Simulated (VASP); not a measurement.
# Be (Cmcm) in VASP: notebook

The runs below take Be through single point, with r2SCAN.

Program: VASP 6.6.1. These are calculated values, not measurements. Logs are shortened: lines on timing, memory, paths and dates and some standing lists are left out, and cuts for length are marked.

## (1) The cell of the first run

The structure is orthorhombic, space group Cmcm (No. 63). The conventional cell has a = 2.300 Å, b = 3.784 Å, c = 3.601 Å, α = 90.00°, β = 90.00°, γ = 90.00°. Be (site symmetry m2m) has 12 Be at 2.20 to 2.30 Å within 2.9 Å.

## (2) Single point, r2SCAN (strain -0.0500 x Voigt [0, 1, 0, 0, 0, 0])

The input, POSCAR:

```
Be
1.0
    2.2995019849      0.0000000000      0.0000000000
   -1.1497509925      1.8918557782      0.0000000000
    0.0000000000      0.0000000000      3.6009000000
Be
2
Direct
    0.3333333333      0.6666666667      0.2500000000
    0.6666666667      0.3333333333      0.7500000000
```

The input, INCAR.step1:

```
  PREC = Accurate
  ENCUT = 520
  ISMEAR = 0
  SIGMA = 0.15
  LREAL = F
  LASPH = T
  NELM = 100
  NBANDS = 9
  GGA = PE
  ALGO = Normal
  EDIFF = 1E-4
  LWAVE = T
  LCHARG = F
```

The input, INCAR.step2:

```
  PREC = Accurate
  ENCUT = 520
  EDIFF = 1E-7
  ISMEAR = 0
  SIGMA = 0.15
  LREAL = F
  LASPH = T
  NELM = 100
  ALGO = Normal
  ISIF = 2
  LWAVE = F
  LCHARG = F
  METAGGA = R2SCAN
  LMIXTAU = T
  NBANDS = 9
  ISTART = 1
```

The input, KPOINTS:

```
Automatic mesh
0
Gamma
  24 24 14
```

Potentials or basis: VASP PAW PBE potentials, release 64 (Be).

The run is started by

```sh
$ cat potpaw_PBE.64/Be/POTCAR > POTCAR
$ cp INCAR.step1 INCAR
$ mpirun -np 1 vasp_std > vasp.out
$ cp INCAR.step2 INCAR
$ mpirun -np 1 vasp_std > vasp.out
```

OUTCAR:

```text
PREC = Accurate
   ENCUT = 520
   EDIFF = 1E-7
   ISMEAR = 0
   LREAL = F
   LASPH = T
   NELM = 100
   ISIF = 2
   METAGGA = R2SCAN
   ISTART = 1

 ion  position               nearest neighbor table
   1  0.333  0.667  0.250-   2 2.20   2 2.20   2 2.23   2 2.23   2 2.23   2 2.23
   2  0.667  0.333  0.750-   1 2.20   1 2.20   1 2.23   1 2.23   1 2.23   1 2.23

  Warning from LATTYP: Monoclinic adjustment (A1->A3, A2->A1, A3->A2)!
  LATTYP: Found a base centered orthorhombic cell.
 ALAT       =     2.2995019849
 B/A-ratio  =     1.6454482672
 C/A-ratio  =     1.5659477677

  Lattice vectors:

 A1 = (   1.1497509925,  -1.8918557782,   0.0000000000)
 A2 = (   1.1497509924,   1.8918557782,   0.0000000000)
 A3 = (   0.0000000000,   0.0000000000,   3.6009000000)

Analysis of symmetry for initial positions (statically):
=====================================================================
 Subroutine PRICEL returns:
 Original cell was already a primitive cell.

 Routine SETGRP: Setting up the symmetry group for a
 base centered orthorhombic supercell.

 Subroutine GETGRP returns: Found  8 space group operations
 (whereof  4 operations were pure point group operations)
 out of a pool of  8 trial point group operations.

The static configuration has the point symmetry C_2h.
 The point group associated with its full space group is D_2h.

Analysis of symmetry for dynamics (positions and initial velocities):
=====================================================================
 Subroutine PRICEL returns:
 Original cell was already a primitive cell.

 Routine SETGRP: Setting up the symmetry group for a
 base centered orthorhombic supercell.

 Subroutine GETGRP returns: Found  8 space group operations
 (whereof  4 operations were pure point group operations)
 out of a pool of  8 trial point group operations.

The dynamic configuration has the point symmetry C_2h.
 The point group associated with its full space group is D_2h.

 Subroutine INISYM returns: Found  8 space group operations
 (whereof  4 operations are pure point group operations),
 and found     1 'primitive' translations

----------------------------------------------------------------------------------------

                                     Primitive cell

  volume of cell :      15.6651

  direct lattice vectors                    reciprocal lattice vectors
     2.299501985  0.000000000  0.000000000     0.434876772  0.264290759  0.000000000
    -1.149750993  1.891855778  0.000000000     0.000000000  0.528581518  0.000000000
     0.000000000  0.000000000  3.600900000     0.000000000  0.000000000  0.277708351

  length of vectors
     2.299501985  2.213830533  3.600900000     0.508888408  0.528581518  0.277708351

  position of ions in fractional coordinates (direct lattice)
     0.333333333  0.666666667  0.250000000
     0.666666667  0.333333333  0.750000000

  ion indices of the primitive-cell ions
   primitive index   ion index
                 1           1
                 2           2

----------------------------------------------------------------------------------------

 KPOINTS: Automatic mesh

Automatic generation of k-mesh.
 Grid dimensions read from file:
 generate k-points for:   24   24   14

 Generating k-lattice:

  Cartesian coordinates                     Fractional coordinates (reciprocal lattice)
     0.018119865  0.011012115  0.000000000     0.041666667  0.000000000  0.000000000
     0.000000000  0.022024230  0.000000000     0.000000000  0.041666667  0.000000000
     0.000000000  0.000000000  0.019836311     0.000000000  0.000000000  0.071428571

  Length of vectors
     0.021203684  0.022024230  0.019836311

  Shift w.r.t. Gamma in fractional coordinates (k-lattice)
     0.000000000  0.000000000  0.000000000

 Subroutine IBZKPT returns following result:
 ===========================================

 Found   1256 irreducible k-points:

 Following reciprocal coordinates:
            Coordinates               Weight
  0.000000  0.000000  0.000000      1.000000
  0.041667 -0.000000  0.000000      4.000000
  0.083333 -0.000000  0.000000      4.000000
  0.125000 -0.000000  0.000000      4.000000
  0.166667 -0.000000  0.000000      4.000000
  0.208333 -0.000000  0.000000      4.000000
[... 16 lines left out ...]
  0.375000  0.041667  0.000000      4.000000
  0.416667  0.041667  0.000000      4.000000
 [... further k-points ...]
   k-points           NKPTS =   1256   k-points in BZ     NKDIM =   1256   number of bands    NBANDS=      9
   number of dos      NEDOS =    301   number of ions     NIONS =      2
   total plane-waves  NPLWV =   8064
   dimension x,y,z NGX =    18 NGY =   16 NGZ =   28
   dimension x,y,z NGXF=    36 NGYF=   32 NGZF=   56
   ions per type =               2
   NGX,Y,Z   is equivalent  to a cutoff of  13.01, 12.02, 12.93 a.u.
   NGXF,Y,Z  is equivalent  to a cutoff of  26.03, 24.03, 25.85 a.u.
 SYSTEM =  unknown system
   PREC   = accura    normal or accurate (medium, high low for compatibility)
   ISTART =      1    job   : 0-new  1-cont  2-samecut
   ICHARG =      0    charge: 1-file 2-atom 10-const
   ISPIN  =      1    spin polarized calculation?
   LNONCOLLINEAR =      F non collinear calculations
   LSORBIT =      F    spin-orbit coupling
   LASPH  =      T    aspherical Exc in radial PAW
   ENCUT  =  520.0 eV  38.22 Ry    6.18 a.u.   4.28  4.12  6.70*2*pi/ulx,y,z
   NELM   =    100;   NELMIN=  2; NELMDL=  0     # of ELM steps
   EDIFF  = 0.1E-06   stopping-criterion for ELM
   LREAL  =      F    real-space projection
   EDIFFG = 0.1E-05   stopping-criterion for IOM
   NSW    =      0    number of steps for IOM
   IBRION =     -1    ionic relax: 0-MD 1-quasi-New 2-CG
   NFREE  =      0    steps in history (QN), initial steepest desc. (CG)
   ISIF   =      2    stress and relaxation
   ISYM   =      2    0-nonsym 1-usesym 2-fastsym
   POTIM  = 0.5000    time-step for ionic-motion
   TEBEG  =    0.0;   TEEND  =   0.0 temperature during run
   PSTRESS=    0.0 pullay stress
   NELECT =       4.0000    total number of electrons
   NUPDOWN=      -1.0000    fix difference up-down
   EMIN   =  10.00;   EMAX   =-10.00  energy-range for DOS
   EFERMI =   0.00;   METHOD = LEGACY
   ISMEAR =     0;   SIGMA  =   0.15  broadening in eV -4-tet -1-fermi 0-gaus
   EFERMI_NEDOS =   21; number of points for ismear=-14 and -15
   IALGO  =     38    algorithm
   IMIX   =      4    mixing-type and parameters
     AMIX     =   0.40;   BMIX     =  1.00
     AMIX_MAG =   1.60;   BMIX_MAG =  1.00
  volume/ion in A,a.u.               =       7.83        52.86
  Fermi-wavevector in a.u.,A,eV,Ry     =   1.038605  1.962679 14.676618  1.078701
  Thomas-Fermi vector in A             =   2.173097
   LORBIT       =      0    0 simple, 1 ext, 2 COOP (PROOUT), +10 PAW based schemes
   METAGGA = R2SCAN    functional components
   LHFCALC =     F    Hartree Fock is set to
   AEXX    =    0.0000 exact exchange contribution
   IVDW    =     0    specifies the selected vdW correction
   LEPSILON=     F    determine dielectric tensor
   LRPA    =     F    only Hartree local field effects (RPA)
 non-spin polarized calculation
 Gauss-broadening in eV      SIGMA  =   0.15
  energy-cutoff  :      520.00
  volume of cell :       15.67
 maximum number of plane-waves:       435
 NGX is ok and might be reduce to    18
   NGX =  9   NGY =  9   NGZ = 13

 number of electron       4.0000000 magnetization

 Free energy of the ion-electron system (eV)
  ---------------------------------------------------
  ext. energy  EPLUGINS =         0.00000000
  ---------------------------------------------------
  free energy    TOTEN  =        -8.65558048 eV

  energy without entropy =       -8.65394422  energy(sigma->0) =       -8.65476235

 E-fermi :   7.3397     XC(G=0): -11.2940

 val. band max:        7.3353503382   @ k =   0.3333   0.2917   0.3571
 cond. band min:       7.3535225607   @ k =   0.2917   0.1250   0.0000
 fundamental gap:      0.0181722225
 Fermi energy:         7.3397401105

 k-point     1 :       0.0000    0.0000    0.0000
  band No.  band energies     occupation
      1      -5.0896      2.00000
      2       2.2149      2.00000
      3       7.9413      0.00000
      4      24.4737      0.00000
      5      25.5967      0.00000
      6      27.3725      0.00000
      7      28.5870      0.00000
      8      29.5202      0.00000
      9      36.3026      0.00000

 k-point     2 :       0.0417   -0.0000    0.0000
  band No.  band energies     occupation
      1      -5.0361      2.00000
      2       2.2842      2.00000
      3       7.9604      0.00000
      4      24.0277      0.00000
      5      25.0270      0.00000
      6      27.6823      0.00000
      7      28.6355      0.00000
      8      29.4366      0.00000
      9      35.1843      0.00000

 k-point     3 :       0.0833   -0.0000    0.0000
  band No.  band energies     occupation
      1      -4.8754      2.00000
      2       2.4922      2.00000
      3       8.0158      0.00000
      4      22.7172      0.00000
      5      24.1281      0.00000
      6      27.9169      0.00000
      7      28.7759      0.00000
      8      29.1475      0.00000
      9      33.6122      0.00000

 k-point     4 :       0.1250   -0.0000    0.0000
  band No.  band energies     occupation
      1      -4.6076      2.00000
      2       2.8385      2.00000
      3       8.1007      0.00000
      4      20.9480      0.00000
      5      23.2253      0.00000
      6      27.7598      0.00000
      7      28.5373      0.00000
      8      28.8447      0.00000
      9      31.9394      0.00000

 k-point     5 :       0.1667   -0.0000    0.0000
  band No.  band energies     occupation
      1      -4.2326      2.00000
      2       3.3226      2.00000
      3       8.1996      0.00000
      4      19.0626      0.00000
      5      22.3316      0.00000
      6      27.1528      0.00000
      7      27.4597      0.00000
      8      28.6970      0.00000
      9      30.5698      0.00000

 k-point     6 :       0.2083   -0.0000    0.0000
  band No.  band energies     occupation
      1      -3.7506      2.00000
      2       3.9433      2.00000
      3       8.2790      0.00000
      4      17.2363      0.00000
      5      21.4874      0.00000
      6      25.8914      0.00000
      7      25.9892      0.00000
      8      28.3716      0.00000
      9      29.7785      0.00000
[... 169 lines left out ...]
 k-point    21 :       0.2917    0.0417    0.0000
  band No.  band energies     occupation
      1      -2.0117      2.00000
      2       6.1751      2.00000
      3       7.8223      0.00001
      4      13.8396      0.00000
      5      19.5595      0.00000
      6      20.8980      0.00000
      7      22.2343      0.00000
      8      27.2448      0.00000
      9      29.3790      0.00000

 k-point    22 :       0.3333    0.0417    0.0000
  band No.  band energies     occupation
      1      -1.1653      2.00000
      2       7.0528      1.99318
      3       7.2556      1.57241
      4      13.3851      0.00000
      5      18.8819      0.00000
      6      18.8960      0.00000
      7      20.9652      0.00000
      8      26.8636      0.00000
      9      29.3712      0.00000

 k-point    23 :       0.3750    0.0417    0.0000
  band No.  band energies     occupation
      1      -0.2337      2.00000
      2       5.9937      2.00000
      3       8.4414      0.00000
      4      13.4009      0.00000
      5      16.9958      0.00000
      6      18.1525      0.00000
      7      20.0288      0.00000
      8      26.5579      0.00000
      9      29.3931      0.00000

 k-point    24 :       0.4167    0.0417    0.0000
  band No.  band energies     occupation
      1       0.7443      2.00000
      2       4.8436      2.00000
      3       9.6794      0.00000
      4      13.6816      0.00000
      5      15.2750      0.00000
      6      17.3721      0.00000
      7      19.4982      0.00000
      8      26.3420      0.00000
      9      29.4292      0.00000

 [... further k-points ...]

------------------------ aborting loop because EDIFF is reached ----------------------------------------

  FORCE on cell =-STRESS in cart. coord.  units (eV):
  Direction    XX          YY          ZZ          XY          YZ          ZX
  --------------------------------------------------------------------------------------
  -------------------------------------------------------------------------------------
  Total       -0.4039835      1.1646520     -0.3447643     -0.0000000      0.0000000      0.0000000
  in kB      -41.3181936    119.1170384    -35.2614313     -0.0000000      0.0000000      0.0000000
  external PRESSURE =      14.1791378 kB  Pullay stress =       0.0000000 kB

 VOLUME and BASIS-vectors are now :
 -----------------------------------------------------------------------------
  energy-cutoff  :      520.00
  volume of cell :       15.67
      direct lattice vectors                 reciprocal lattice vectors
     2.299501985  0.000000000  0.000000000     0.434876772  0.264290759  0.000000000
    -1.149750993  1.891855778  0.000000000     0.000000000  0.528581518  0.000000000
     0.000000000  0.000000000  3.600900000     0.000000000  0.000000000  0.277708351

 POSITION                                       TOTAL-FORCE (eV/Angst)
 -----------------------------------------------------------------------------------
     -0.00000      1.26124      0.90023         0.000000     -0.147967      0.000000
      1.14975      0.63062      2.70068        -0.000000      0.147967     -0.000000
 -----------------------------------------------------------------------------------
    total drift:                               -0.000000      0.000000     -0.000000

  FREE ENERGIE OF THE ION-ELECTRON SYSTEM (eV)
  ---------------------------------------------------
  free  energy   TOTEN  =        -8.6555804810 eV

  energy  without entropy=       -8.6539442207  energy(sigma->0) =       -8.65476235
```

It took 6.8 min on 1 thread of Intel Xeon Platinum 8259CL at 2.50GHz (Skylake/Cascade Lake), shared host; peak memory 0.25 GiB.

Results:

- Free energy: -8.6556 eV
- Pressure: 1.4 GPa
- Largest force: 0.148 eV/Å
- Band gap on the k mesh: zero (bands 2 and 3 overlap by 2.06 eV)

Forces in eV/Å, atoms in the order of the input:
```
Be   0.000 -0.148  0.000
Be   0.000  0.148  0.000
```

Caveat: the cell differs from its parent crystal (strain -0.0500 x Voigt [0, 1, 0, 0, 0, 0]); the stress differs along the axes, from -4 to 12 GPa; the PAW data sets were made with another functional, which shifts forces and pressure a little.

[end of part 1 of 2]

The gap in the log of VASP goes by the Fermi energy; the results here count the filled bands.